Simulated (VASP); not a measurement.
# Cs2SnI6 (Fm-3m) in VASP: single point with PBEsol

Aim: the single point of Cs2SnI6 with PBEsol.

All numbers are computed with VASP 6.6.1; they aren't measurements. Logs are shortened: lines on timing, memory, paths and dates and some standing lists are left out, and cuts for length are marked.

**Measured values to compare with.**

“Changes in charge density vs changes in formal oxidation states: The case of Sn halide perovskites and their ordered vacancy analogues”, 2017, arxiv:1705.01565 reports, for a powder of Cs2SnI6: band gap 1.3 eV (optical).

The runs below are set against these values where they give the same quantity.

## (1) The cell of the first run

Symmetry: Fm-3m, No. 225, cubic system. Conventional cell: a = 11.555 Å, b = 11.555 Å, c = 11.555 Å, α = 90.00°, β = 90.00°, γ = 90.00°. Within 5.4 Å of Cs (site symmetry -43m) lie 12 I at 4.09 Å and 4 Sn at 5.00 Å. Within 3.8 Å of Sn (site symmetry m-3m) lie 6 I at 2.87 Å. Within 3.8 Å of I (site symmetry 4mm) lie 1 Sn at 2.87 Å.

## (2) Single point, PBEsol

The input, INCAR:

```
PREC = Accurate
ENCUT = 500
EDIFF = 1E-6
ISMEAR = 0
SIGMA = 0.1
LREAL = F
LASPH = T
NELM = 120
ALGO = Normal
ISIF = 2
LWAVE = F
LCHARG = F
GGA = PS
NBANDS = 47
GGA_COMPAT = F
```

The input, KPOINTS:

```
Automatic mesh
0
Gamma
  4 4 4
```

The input, POSCAR:

```
Cs2SnI6
1.0
    0.0000000000      5.7774158378      5.7774158378
    5.7774158378      0.0000000000      5.7774158378
    5.7774158378      5.7774158378      0.0000000000
Cs Sn I
2 1 6
Direct
    0.2500000000      0.2500000000      0.2500000000
    0.7500000000      0.7500000000      0.7500000000
    0.0000000000      0.0000000000      0.0000000000
    0.7516489921      0.2483510079      0.2483510079
    0.2483510079      0.7516489921      0.2483510079
    0.2483510079      0.7516489921      0.7516489921
    0.7516489921      0.2483510079      0.7516489921
    0.2483510079      0.2483510079      0.7516489921
    0.7516489921      0.7516489921      0.2483510079
```

Potentials or basis: VASP PAW PBE potentials, release 64 (Cs_sv, Sn_d, I).

On the command line:

```bash
> cat potpaw_PBE.64/Cs_sv/POTCAR potpaw_PBE.64/Sn_d/POTCAR potpaw_PBE.64/I/POTCAR > POTCAR
> mpirun -np 1 vasp_std > vasp.out
```

OUTCAR:

```text
PREC = Accurate
   ENCUT = 500
   EDIFF = 1E-6
   ISMEAR = 0
   LREAL = F
   LASPH = T
   NELM = 120
   ISIF = 2
   GGA = PS

 ion  position               nearest neighbor table
   1  0.250  0.250  0.250-
   2  0.750  0.750  0.750-
   3  0.000  0.000  0.000-   4 2.87   5 2.87   6 2.87   7 2.87   8 2.87   9 2.87
   4  0.752  0.248  0.248-   3 2.87
   5  0.248  0.752  0.248-   3 2.87
   6  0.248  0.752  0.752-   3 2.87
   7  0.752  0.248  0.752-   3 2.87
   8  0.248  0.248  0.752-   3 2.87
   9  0.752  0.752  0.248-   3 2.87

  LATTYP: Found a face centered cubic cell.
 ALAT       =    11.5548316756

  Lattice vectors:

 A1 = (   0.0000000000,   5.7774158378,   5.7774158378)
 A2 = (   5.7774158378,   0.0000000000,   5.7774158378)
 A3 = (   5.7774158378,   5.7774158378,   0.0000000000)

Analysis of symmetry for initial positions (statically):
=====================================================================
 Subroutine PRICEL returns:
 Original cell was already a primitive cell.

 Routine SETGRP: Setting up the symmetry group for a
 face centered cubic supercell.

 Subroutine GETGRP returns: Found 48 space group operations
 (whereof 48 operations were pure point group operations)
 out of a pool of 48 trial point group operations.

The static configuration has the point symmetry O_h .

Analysis of symmetry for dynamics (positions and initial velocities):
=====================================================================
 Subroutine PRICEL returns:
 Original cell was already a primitive cell.

 Routine SETGRP: Setting up the symmetry group for a
 face centered cubic supercell.

 Subroutine GETGRP returns: Found 48 space group operations
 (whereof 48 operations were pure point group operations)
 out of a pool of 48 trial point group operations.

The dynamic configuration has the point symmetry O_h .

 Subroutine INISYM returns: Found 48 space group operations
 (whereof 48 operations are pure point group operations),
 and found     1 'primitive' translations

----------------------------------------------------------------------------------------

                                     Primitive cell

  volume of cell :     385.6833

  direct lattice vectors                    reciprocal lattice vectors
     0.000000000  5.777415838  5.777415838    -0.086543883  0.086543883  0.086543883
     5.777415838  0.000000000  5.777415838     0.086543883 -0.086543883  0.086543883
     5.777415838  5.777415838  0.000000000     0.086543883  0.086543883 -0.086543883

  length of vectors
     8.170499833  8.170499833  8.170499833     0.149898402  0.149898402  0.149898402

  position of ions in fractional coordinates (direct lattice)
     0.250000000  0.250000000  0.250000000
     0.750000000  0.750000000  0.750000000
     0.000000000  0.000000000  0.000000000
     0.751648992  0.248351008  0.248351008
     0.248351008  0.751648992  0.248351008
     0.248351008  0.751648992  0.751648992
     0.751648992  0.248351008  0.751648992
     0.248351008  0.248351008  0.751648992
     0.751648992  0.751648992  0.248351008

  ion indices of the primitive-cell ions
   primitive index   ion index
                 1           1
                 2           2
                 3           3
                 4           4
                 5           5
                 6           6
                 7           7
                 8           8
                 9           9

----------------------------------------------------------------------------------------

 KPOINTS: Automatic mesh

Automatic generation of k-mesh.
 Grid dimensions read from file:
 generate k-points for:    4    4    4

 Generating k-lattice:

  Cartesian coordinates                     Fractional coordinates (reciprocal lattice)
    -0.021635971  0.021635971  0.021635971     0.250000000  0.000000000  0.000000000
     0.021635971 -0.021635971  0.021635971     0.000000000  0.250000000  0.000000000
     0.021635971  0.021635971 -0.021635971     0.000000000  0.000000000  0.250000000

  Length of vectors
     0.037474601  0.037474601  0.037474601

  Shift w.r.t. Gamma in fractional coordinates (k-lattice)
     0.000000000  0.000000000  0.000000000

 Subroutine IBZKPT returns following result:
 ===========================================

 Found      8 irreducible k-points:

 Following reciprocal coordinates:
            Coordinates               Weight
  0.000000  0.000000  0.000000      1.000000
  0.250000  0.000000  0.000000      8.000000
  0.500000  0.000000  0.000000      4.000000
  0.250000  0.250000  0.000000      6.000000
  0.500000  0.250000  0.000000     24.000000
 -0.250000  0.250000  0.000000     12.000000
  0.500000  0.500000  0.000000      3.000000
 -0.250000  0.500000  0.250000      6.000000
   k-points           NKPTS =      8   k-points in BZ     NKDIM =      8   number of bands    NBANDS=     47
   number of dos      NEDOS =    301   number of ions     NIONS =      9
   total plane-waves  NPLWV = 216000
   dimension x,y,z NGX =    60 NGY =   60 NGZ =   60
   dimension x,y,z NGXF=   120 NGYF=  120 NGZF=  120
   ions per type =               2   1   6
   NGX,Y,Z   is equivalent  to a cutoff of  12.21, 12.21, 12.21 a.u.
   NGXF,Y,Z  is equivalent  to a cutoff of  24.42, 24.42, 24.42 a.u.
 SYSTEM =  unknown system
   PREC   = accura    normal or accurate (medium, high low for compatibility)
   ISTART =      0    job   : 0-new  1-cont  2-samecut
   ICHARG =      2    charge: 1-file 2-atom 10-const
   ISPIN  =      1    spin polarized calculation?
   LNONCOLLINEAR =      F non collinear calculations
   LSORBIT =      F    spin-orbit coupling
   LASPH  =      T    aspherical Exc in radial PAW
   ENCUT  =  500.0 eV  36.75 Ry    6.06 a.u.  14.90 14.90 14.90*2*pi/ulx,y,z
   NELM   =    120;   NELMIN=  2; NELMDL= -5     # of ELM steps
   EDIFF  = 0.1E-05   stopping-criterion for ELM
   LREAL  =      F    real-space projection
   EDIFFG = 0.1E-04   stopping-criterion for IOM
   NSW    =      0    number of steps for IOM
   IBRION =     -1    ionic relax: 0-MD 1-quasi-New 2-CG
   NFREE  =      0    steps in history (QN), initial steepest desc. (CG)
   ISIF   =      2    stress and relaxation
   ISYM   =      2    0-nonsym 1-usesym 2-fastsym
   POTIM  = 0.5000    time-step for ionic-motion
   TEBEG  =    0.0;   TEEND  =   0.0 temperature during run
   PSTRESS=    0.0 pullay stress
   NELECT =      74.0000    total number of electrons
   NUPDOWN=      -1.0000    fix difference up-down
   EMIN   =  10.00;   EMAX   =-10.00  energy-range for DOS
   EFERMI =   0.00;   METHOD = LEGACY
   ISMEAR =     0;   SIGMA  =   0.10  broadening in eV -4-tet -1-fermi 0-gaus
   EFERMI_NEDOS =   21; number of points for ismear=-14 and -15
   IALGO  =     38    algorithm
   IMIX   =      4    mixing-type and parameters
     AMIX     =   0.40;   BMIX     =  1.00
     AMIX_MAG =   1.60;   BMIX_MAG =  1.00
  volume/ion in A,a.u.               =      42.85       289.19
  Fermi-wavevector in a.u.,A,eV,Ry     =   0.944224  1.784325 12.130400  0.891559
  Thomas-Fermi vector in A             =   2.072008
   LORBIT       =      0    0 simple, 1 ext, 2 COOP (PROOUT), +10 PAW based schemes
   GGA     = PS    functional components
   LHFCALC =     F    Hartree Fock is set to
   AEXX    =    0.0000 exact exchange contribution
   IVDW    =     0    specifies the selected vdW correction
   LEPSILON=     F    determine dielectric tensor
   LRPA    =     F    only Hartree local field effects (RPA)
 non-spin polarized calculation
 Gauss-broadening in eV      SIGMA  =   0.10
  energy-cutoff  :      500.00
  volume of cell :      385.68
 maximum number of plane-waves:      9841
   NGX = 29   NGY = 29   NGZ = 29

 number of electron      73.9999988 magnetization

 Free energy of the ion-electron system (eV)
  ---------------------------------------------------
  ext. energy  EPLUGINS =         0.00000000
  ---------------------------------------------------
  free energy    TOTEN  =       -24.88075124 eV

  energy without entropy =      -24.87667673  energy(sigma->0) =      -24.87871398

 E-fermi :   2.0748     XC(G=0):  -8.2299

 val. band max:        1.9917644097   @ k =   0.0000   0.0000   0.0000
 cond. band min:       2.5343067817   @ k =   0.2500   0.0000   0.0000
 fundamental gap:      0.5425423719
 Fermi energy:         2.0748391951

 k-point     1 :       0.0000    0.0000    0.0000
  band No.  band energies     occupation
      1     -19.3445      2.00000
      2     -19.3445      2.00000
      3     -19.2907      2.00000
      4     -19.2907      2.00000
      5     -19.2907      2.00000
      6     -18.3988      2.00000
[... 39 lines left out ...]
     46       6.9156      0.00000
     47       6.9156      0.00000

 k-point     2 :       0.2500    0.0000    0.0000
  band No.  band energies     occupation
      1     -19.3445      2.00000
      2     -19.3445      2.00000
      3     -19.2907      2.00000
      4     -19.2907      2.00000
      5     -19.2907      2.00000
      6     -18.3980      2.00000
[... 39 lines left out ...]
     46       7.3281      0.00000
     47       7.4525      0.00000

 k-point     3 :       0.5000    0.0000    0.0000
  band No.  band energies     occupation
      1     -19.3445      2.00000
      2     -19.3445      2.00000
      3     -19.2907      2.00000
      4     -19.2907      2.00000
      5     -19.2907      2.00000
      6     -18.3963      2.00000
[... 39 lines left out ...]
     46       7.4559      0.00000
     47       7.4559      0.00000

 k-point     4 :       0.2500    0.2500    0.0000
  band No.  band energies     occupation
      1     -19.3445      2.00000
      2     -19.3445      2.00000
      3     -19.2907      2.00000
      4     -19.2907      2.00000
      5     -19.2907      2.00000
      6     -18.3979      2.00000
[... 39 lines left out ...]
     46       7.2188      0.00000
     47       7.6648      0.00000

 k-point     5 :       0.5000    0.2500    0.0000
  band No.  band energies     occupation
      1     -19.3445      2.00000
      2     -19.3445      2.00000
      3     -19.2907      2.00000
      4     -19.2907      2.00000
      5     -19.2907      2.00000
      6     -18.3968      2.00000
[... 39 lines left out ...]
     46       7.7820      0.00000
     47       8.0349      0.00000

 k-point     6 :      -0.2500    0.2500    0.0000
  band No.  band energies     occupation
      1     -19.3445      2.00000
      2     -19.3445      2.00000
      3     -19.2907      2.00000
      4     -19.2907      2.00000
      5     -19.2907      2.00000
      6     -18.3970      2.00000
[... 39 lines left out ...]
     46       7.7504      0.00000
     47       7.8070      0.00000

 k-point     7 :       0.5000    0.5000    0.0000
  band No.  band energies     occupation
      1     -19.3445      2.00000
      2     -19.3445      2.00000
      3     -19.2907      2.00000
      4     -19.2907      2.00000
      5     -19.2907      2.00000
      6     -18.3970      2.00000
[... 39 lines left out ...]
     46       8.0031      0.00000
     47       8.1313      0.00000

 k-point     8 :      -0.2500    0.5000    0.2500
  band No.  band energies     occupation
      1     -19.3445      2.00000
      2     -19.3445      2.00000
      3     -19.2907      2.00000
      4     -19.2907      2.00000
      5     -19.2907      2.00000
      6     -18.3962      2.00000
[... 39 lines left out ...]
     46       8.0426      0.00000
     47       8.2231      0.00000

------------------------ aborting loop because EDIFF is reached ----------------------------------------

  FORCE on cell =-STRESS in cart. coord.  units (eV):
  Direction    XX          YY          ZZ          XY          YZ          ZX
  --------------------------------------------------------------------------------------
  -------------------------------------------------------------------------------------
  Total        0.0880418      0.0880418      0.0880418     -0.0000000      0.0000000      0.0000000
  in kB        0.3657370      0.3657370      0.3657370     -0.0000000      0.0000000      0.0000000
  external PRESSURE =       0.3657370 kB  Pullay stress =       0.0000000 kB

 VOLUME and BASIS-vectors are now :
 -----------------------------------------------------------------------------
  energy-cutoff  :      500.00
  volume of cell :      385.68
      direct lattice vectors                 reciprocal lattice vectors
     0.000000000  5.777415838  5.777415838    -0.086543883  0.086543883  0.086543883
     5.777415838  0.000000000  5.777415838     0.086543883 -0.086543883  0.086543883
     5.777415838  5.777415838  0.000000000     0.086543883  0.086543883 -0.086543883

 POSITION                                       TOTAL-FORCE (eV/Angst)
 -----------------------------------------------------------------------------------
      2.88871      2.88871      2.88871        -0.000000     -0.000000      0.000000
      8.66612      8.66612      8.66612        -0.000000     -0.000000      0.000000
      0.00000      0.00000      0.00000        -0.000000     -0.000000      0.000000
      2.86965      5.77742      5.77742         0.018722     -0.000000      0.000000
      5.77742      2.86965      5.77742        -0.000000      0.018722      0.000000
      8.68518      5.77742      5.77742        -0.018722     -0.000000      0.000000
      5.77742      8.68518      5.77742        -0.000000     -0.018722      0.000000
      5.77742      5.77742      2.86965        -0.000000     -0.000000      0.018722
      5.77742      5.77742      8.68518        -0.000000     -0.000000     -0.018722
 -----------------------------------------------------------------------------------
    total drift:                               -0.000000      0.000000      0.000000

  FREE ENERGIE OF THE ION-ELECTRON SYSTEM (eV)
  ---------------------------------------------------
  free  energy   TOTEN  =       -24.8807512371 eV

  energy  without entropy=      -24.8766767257  energy(sigma->0) =      -24.87871398
```

It took 4.4 min on 1 thread of Oxide Virtual Turin-like, shared host; peak memory 0.52 GiB.

Results:

| Property | Result |
| --- | --- |
| Free energy | -24.8808 eV |
| Pressure | 0.0 GPa |
| Largest force | 0.019 eV/Å |
| Band gap on the k mesh | zero (filled and empty bands touch) |

Forces in eV/Å, atoms in the order of the input:
```
Cs   0.000  0.000  0.000
Cs   0.000  0.000  0.000
Sn   0.000  0.000  0.000
I    0.019  0.000  0.000
I    0.000  0.019  0.000
I   -0.019  0.000  0.000
I    0.000 -0.019  0.000
I    0.000  0.000  0.019
I    0.000  0.000 -0.019
```

Levels at points of the mesh, in eV from the Fermi level:
| k point | band 35 | band 36 | band 37 | band 38 | band 39 | band 40 |
| --- | --- | --- | --- | --- | --- | --- |
| (0.00, 0.00, 0.00) | -0.16 | -0.08 | -0.08 | -0.08 | 3.78 | 3.78 |
| (0.50, 0.00, 0.00) | -0.51 | -0.39 | -0.39 | 0.91 | 3.22 | 4.95 |
| (0.50, 0.50, 0.00) | -0.82 | -0.71 | -0.12 | 1.31 | 4.32 | 4.32 |

Caveat: semilocal functionals underestimate gaps, and a narrow one can read as zero; the PAW data sets were made with another functional, which shifts forces and pressure a little; spin-orbit coupling is left out, which moves the levels of the heavy elements.

## (3) Against experiment

Step 2. Against the measured gap of Cs2SnI6, 1.3 eV (optical; powder; “Changes in charge density vs changes in formal oxidation states: The case of Sn halide perovskites and their ordered vacancy analogues”, 2017, arxiv:1705.01565), the calculated 0.00 eV is off by -1.30 eV. So large a miss can be the level of theory's own, or it may mean another phase, state or a wrong row. Spin-orbit coupling on Cs, I, Sn is left out. The value is that of PBEsol on a finite k mesh, which can miss the band edges, without temperature or zero-point motion. Semilocal functionals fall short of measured gaps as a rule.

The gap in the log of VASP goes by the Fermi energy; the results here count the filled bands.